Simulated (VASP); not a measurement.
Here is a VASP 6.6.1 calculation.

File INCAR:

```
ALGO     = Normal         # electronic algorithm
EDIFF    = 1E-6           # SCF threshold, eV
EDIFFG   = -0.03          # ionic threshold
ENCUT    = 600            # plane-wave cutoff, eV
GGA      = PS             # functional
IBRION   = 2              # ionic algorithm
ISIF     = 8              # what is computed and relaxed
ISMEAR   = -1             # smearing method
ISYM     = 0            
LASPH    = True           # aspherical terms in the spheres
LCHARG   = False          # write CHGCAR
LREAL    = Auto         
LUSENCCL = False        
LWAVE    = False          # write WAVECAR
NELM     = 60             # most SCF steps
NSW      = 100            # ionic steps
PREC     = Accurate       # precision mode
SIGMA    = 0.05           # smearing width, eV
```

File KPOINTS:

```
Automatic mesh
0
Gamma
  1 1 1
  0.25 0.25 0.25
```

File POSCAR:

```
In9Ga7As7P9
1.0
   11.5641710000      0.0000000000      0.0000000000
    0.0000000000     11.5641710000      0.0000000000
    0.0000000000      0.0000000000     11.5641710000
In Ga As P
18 14 14 18
Direct
    0.0030100000      0.9999500000      0.0020800000
    0.9968000000      0.4981970000      0.0007450000
    0.4983790000      0.9980240000      0.0018000000
    0.4995450000      0.9994090000      0.4951330000
    0.2505060000      0.7510070000      0.9987610000
    0.2509450000      0.7501380000      0.4996920000
    0.7499290000      0.2495980000      0.4998390000
    0.7502270000      0.7478780000      0.5014550000
    0.2513310000      0.9981070000      0.2535150000
    0.2488110000      0.9988040000      0.7461810000
    0.2510360000      0.4986190000      0.7495600000
    0.7521920000      0.9993210000      0.2476480000
    0.7477450000      0.5010960000      0.2511720000
    0.0032030000      0.2475580000      0.2499690000
    0.0002300000      0.7486700000      0.2498360000
    0.0019950000      0.7516460000      0.7501930000
    0.4995760000      0.2494730000      0.2477160000
    0.4994590000      0.7506740000      0.7492240000
    0.0016710000      0.9973900000      0.5009240000
    0.9990680000      0.5020740000      0.5000120000
    0.4990170000      0.4989390000      0.0013900000
    0.5006800000      0.5001950000      0.5046270000
    0.2492320000      0.2512320000      0.9996620000
    0.2487300000      0.2499210000      0.4992040000
    0.7482140000      0.2515640000      0.9995640000
    0.7499840000      0.7509830000      0.9948270000
    0.2494910000      0.4990460000      0.2488490000
    0.7488500000      0.0008950000      0.7511490000
    0.7504860000      0.4975510000      0.7500070000
    0.0003930000      0.2521090000      0.7520080000
    0.5018600000      0.2494820000      0.7477980000
    0.5018960000      0.7499640000      0.2509090000
    0.1242630000      0.1241630000      0.1266710000
    0.6251080000      0.1231610000      0.6253970000
    0.6251580000      0.6241160000      0.1233660000
    0.3751880000      0.8767690000      0.1222750000
    0.3757300000      0.8770830000      0.6246240000
    0.8750560000      0.3769500000      0.1261300000
    0.8738990000      0.8770250000      0.1261890000
    0.3761490000      0.6218960000      0.3733850000
    0.8746330000      0.1250350000      0.3758670000
    0.8767530000      0.6252080000      0.3752260000
    0.1249510000      0.3782460000      0.3736490000
    0.1250160000      0.8743810000      0.8750700000
    0.6245830000      0.3755410000      0.8728500000
    0.6223210000      0.8747730000      0.3742710000
    0.1260530000      0.1206830000      0.6243550000
    0.1261210000      0.6228880000      0.1241230000
    0.1260090000      0.6228160000      0.6239150000
    0.6248840000      0.1259250000      0.1213490000
    0.6253090000      0.6236390000      0.6243740000
    0.3737730000      0.3735560000      0.1225520000
    0.3765060000      0.3743670000      0.6234310000
    0.8753000000      0.3735070000      0.6273820000
    0.8739500000      0.8764520000      0.6260980000
    0.3733460000      0.1284030000      0.3746750000
    0.3743240000      0.1240190000      0.8733460000
    0.3771580000      0.6267210000      0.8721700000
    0.8742680000      0.1251180000      0.8710970000
    0.8731310000      0.6223190000      0.8753950000
    0.1241910000      0.3732370000      0.8747040000
    0.1271310000      0.8750430000      0.3752120000
    0.6276750000      0.3746140000      0.3730440000
    0.6273120000      0.8776690000      0.8766660000
```

Potentials or basis: VASP PAW PBE potentials, release 64 (In_d, Ga_d, As, P).

Command:

```sh
$ cat potpaw_PBE.64/In_d/POTCAR potpaw_PBE.64/Ga_d/POTCAR potpaw_PBE.64/As/POTCAR potpaw_PBE.64/P/POTCAR > POTCAR
$ mpirun -np 1 vasp_std > vasp.out
```

Problem. Predict the band gap on the k mesh.

Solution. 1.33 eV.

Problem. Estimate the relaxed cell.

Solution. a = 11.551 Å, b = 11.551 Å, c = 11.551 Å, α = 90.00°, β = 90.00°, γ = 90.00°.

Forces in eV/Å, atoms in the order of the input:
```
In  -0.002 -0.004  0.005
In  -0.004  0.013  0.001
In   0.010 -0.008  0.001
In   0.001 -0.016 -0.003
In   0.000  0.005  0.010
In   0.000  0.005 -0.007
In  -0.005 -0.003  0.002
In   0.012  0.005 -0.005
In   0.001  0.005  0.003
In  -0.003 -0.003 -0.007
In  -0.007  0.011 -0.001
In   0.011 -0.010 -0.009
In   0.000  0.005  0.000
In   0.005 -0.003  0.009
In  -0.008 -0.010  0.016
In   0.002  0.014  0.005
In  -0.003 -0.013 -0.002
In  -0.003 -0.007  0.001
Ga  -0.005  0.002 -0.008
Ga   0.011  0.003 -0.001
Ga   0.000 -0.003  0.005
Ga   0.000  0.006 -0.019
Ga   0.002  0.006  0.003
Ga   0.008 -0.010 -0.007
Ga  -0.005 -0.011  0.002
Ga   0.000  0.000  0.000
Ga  -0.002  0.005  0.000
Ga  -0.008 -0.008 -0.003
Ga   0.003  0.006  0.001
Ga   0.004 -0.007  0.011
Ga   0.007 -0.002 -0.003
Ga  -0.006 -0.002  0.002
As  -0.012 -0.006  0.001
As   0.005 -0.006  0.001
As  -0.005  0.005  0.000
As   0.002  0.017  0.016
As  -0.013 -0.007  0.004
As  -0.001 -0.008  0.005
As   0.007 -0.003 -0.007
As  -0.002  0.011 -0.011
As  -0.004 -0.009 -0.018
As  -0.002 -0.001 -0.002
As   0.014  0.000 -0.010
As   0.007 -0.002  0.007
As  -0.007  0.015  0.005
As   0.002 -0.007 -0.006
P   -0.005  0.015  0.000
P   -0.002  0.005  0.021
P   -0.002  0.017 -0.002
P   -0.005 -0.009 -0.004
P    0.012  0.006 -0.013
P    0.003  0.012  0.009
P   -0.003  0.000 -0.004
P    0.004 -0.004  0.004
P   -0.007  0.001 -0.014
P   -0.007 -0.015  0.001
P    0.008 -0.003  0.004
P    0.005 -0.007  0.009
P    0.014 -0.018  0.002
P   -0.004  0.016 -0.002
P   -0.004  0.008  0.002
P   -0.010  0.008 -0.002
P   -0.008 -0.004 -0.005
P    0.004  0.006  0.008
```

Caveat: the PAW data sets were made with another functional, which shifts forces and pressure a little; spin-orbit coupling is left out, which moves the levels of the heavy elements; a shifted mesh leaves out Γ, where band edges can lie. A k mesh can miss the band edges.
